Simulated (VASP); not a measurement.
Write the native input for VASP 6.6.1 that does the following.

- Task: single point
- Functional: PBEsol
- Potentials or basis: VASP PAW PBE potentials, release 64 (Hf_pv, O)
- Cutoff: 520 eV
- k mesh: 8 × 8 × 8
- Occupations: gaussian, width 0.05 eV
- Spin: no spin polarisation
- Dipole correction: no
- Further INCAR settings: ALGO = Normal; EDIFF = 1e-07; NBANDS = 18

The structure of HfO2 lies in POSCAR:

```
HfO2
1.0
    0.0000000000      2.6214375000      2.6214375000
    2.6214375000      0.0000000000      2.6214375000
    2.6214375000      2.6214375000      0.0000000000
Hf O
1 2
Direct
    0.0000000000      0.0000000000      0.0000000000
    0.2500000000      0.2500000000      0.2500000000
    0.7500000000      0.7500000000      0.7500000000
```

This cell differs from its parent crystal: strain +0.025 along x and y, +0.025 along z.

These files were run (other wordings do the same):

INCAR

```
PREC = Accurate ; ENCUT = 520
EDIFF = 1E-7 ; ISMEAR = 0
SIGMA = 0.05 ; LREAL = False
LASPH = True ; NELM = 60
ALGO = Normal ; ISIF = 2
LWAVE = False ; LCHARG = True
GGA = PS ; LELF = True
LVHAR = True ; NBANDS = 18
```

KPOINTS

```
regular mesh
0
Gamma
  8 8 8
```

Potentials or basis: VASP PAW PBE potentials, release 64 (Hf_pv, O).

The run is started by

```sh
$ cat potpaw_PBE.64/Hf_pv/POTCAR potpaw_PBE.64/O/POTCAR > POTCAR
$ mpirun -np 1 vasp_std > vasp.out
```

It gave:

```json
{
 "Pressure": "-26.8 GPa",
 "Band gap on the k mesh": "3.41 eV, direct"
}
```

Caveat: the cell differs from its parent crystal (strain +0.025 along x and y, +0.025 along z); the PAW data sets were made with another functional, which shifts forces and pressure a little; spin-orbit coupling is left out, which moves the levels of the heavy elements.

Wall time 15 s on 1 thread of AMD EPYC 9R45 96-Core Processor (Zen 5), with other jobs on the host, peak memory 0.14 GiB.
